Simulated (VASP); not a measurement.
Pb12CO: single point with PBE

The system is Pb12CO, a slab with vacuum.

```
CELL_PARAMETERS angstrom
6.98565 0.00000 0.00000
0.00000 6.98565 0.00000
0.00000 0.00000 24.08960
ATOMIC_POSITIONS crystal
Pb 0.25000 0.25000 0.33209
Pb 0.25000 0.75000 0.33209
Pb 0.75000 0.25000 0.33209
Pb 0.75000 0.75000 0.33209
Pb 0.50000 0.50000 0.43462
Pb 0.50000 0.00000 0.43462
Pb 0.00000 0.50000 0.43462
Pb 0.00000 0.00000 0.43462
Pb 0.75000 0.75000 0.53714
Pb 0.75000 0.25000 0.53714
Pb 0.25000 0.75000 0.53714
Pb 0.25000 0.25000 0.53714
C 0.50000 0.00000 0.61685
O 0.50000 0.00000 0.66459
```

```yaml
Program: VASP 6.6.1
Task: single point
Functional: PBE
Potentials_or_basis: VASP PAW PBE potentials, release 64 (Pb_d, C, O)
Cutoff: 520 eV
k_mesh: 4 × 4 × 1
Occupations: fermi-dirac, width 0.05 eV
Spin: no spin polarisation
```

The largest force is 1.169 eV/Å and the band gap on the k mesh is zero (bands 89 and 90 overlap by 0.45 eV). The work function of the upper face is 4.18 eV and the work function of the lower face is 3.70 eV.

Forces on the atoms (eV/Å):
```
Pb  -0.008  0.008 -0.061
Pb  -0.008 -0.008 -0.061
Pb   0.008  0.008 -0.061
Pb   0.008 -0.008 -0.061
Pb   0.000  0.000 -0.070
Pb   0.000  0.000  0.184
Pb   0.000  0.000 -0.248
Pb   0.000  0.000 -0.070
Pb   0.085 -0.085  0.112
Pb   0.085  0.085  0.112
Pb  -0.085 -0.085  0.112
Pb  -0.085  0.085  0.112
C    0.000  0.000 -1.168
O    0.000  0.000  1.169
```

Levels at points of the mesh, in eV from the Fermi level:
| k point | band 85 | band 86 | band 87 | band 88 | band 89 | band 90 | band 91 | band 92 |
| --- | --- | --- | --- | --- | --- | --- | --- | --- |
| (0.00, 0.00, 0.00) | -1.79 | -1.31 | -1.18 | -1.18 | 0.33 | 0.33 | 0.47 | 0.83 |
| (0.50, 0.00, 0.00) | -1.64 | -1.57 | -1.24 | -0.19 | 0.21 | 0.54 | 0.76 | 1.08 |
| (0.50, 0.50, 0.00) | -0.84 | -0.84 | -0.82 | -0.82 | -0.78 | 0.26 | 0.26 | 0.39 |

It took 43 min on 1 thread of Intel Xeon 8259CL (shared host), peak memory 1.2 GiB.

Caveat: spin-orbit coupling is left out, which moves the levels of the heavy elements.
